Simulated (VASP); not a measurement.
# Yb2Ti: single point with PBE

Yb2Ti:

```
CELL_PARAMETERS angstrom
3.34766 0.00000 0.00000
-1.67383 2.89916 0.00000
0.00000 0.00000 8.09085
ATOMIC_POSITIONS crystal
Yb 0.66667 0.33333 0.69216
Yb 0.33333 0.66667 0.30784
Ti 0.00000 0.00000 0.00000
```

The cell was generated, and may not be a known phase.

```json
{"Program": "VASP 6.6.1", "Task": "single point", "Functional": "PBE", "Potentials or basis": "VASP PAW PBE potentials, release 64 (Yb, Ti_sv)", "Cutoff": "520 eV", "k mesh": "6 × 6 × 4", "Occupations": "gaussian, width 0.1 eV", "Spin": "no spin polarisation"}
```

```json
{
  "Pressure": "-0.8 GPa",
  "Band gap on the k mesh": "zero (bands 30 and 31 overlap by 0.99 eV)"
}
```

Stress tensor (GPa, compression positive):
```
-0.82  0.00  0.00
 0.00 -0.82  0.00
 0.00  0.00 -0.72
```

Levels at points of the mesh, in eV from the Fermi level:
```
           k point  band 28  band 29  band 30  band 31  band 32  band 33
(0.00, 0.00, 0.00)    -0.35    -0.35     0.25     0.77     0.77     1.34
(0.50, 0.00, 0.00)    -0.40    -0.40    -0.37     0.15     0.46     1.07
(0.00, 0.00, 0.50)    -0.35    -0.35     0.77     0.77     0.78     1.32
(0.50, 0.00, 0.50)    -0.40    -0.39    -0.31    -0.04     0.85     0.99
```

Wall time 15 min on 1 thread of Intel Xeon 8259CL, with other jobs on the host, peak memory 0.25 GiB.

Caveat: the k points lie up to 0.36 Å⁻¹ apart, too coarse for converged energies and pressures of a metal; spin-orbit coupling is left out, which moves the levels of the heavy elements. Spin polarisation is off, so any magnetic state and its effect on volume and gap are missing.
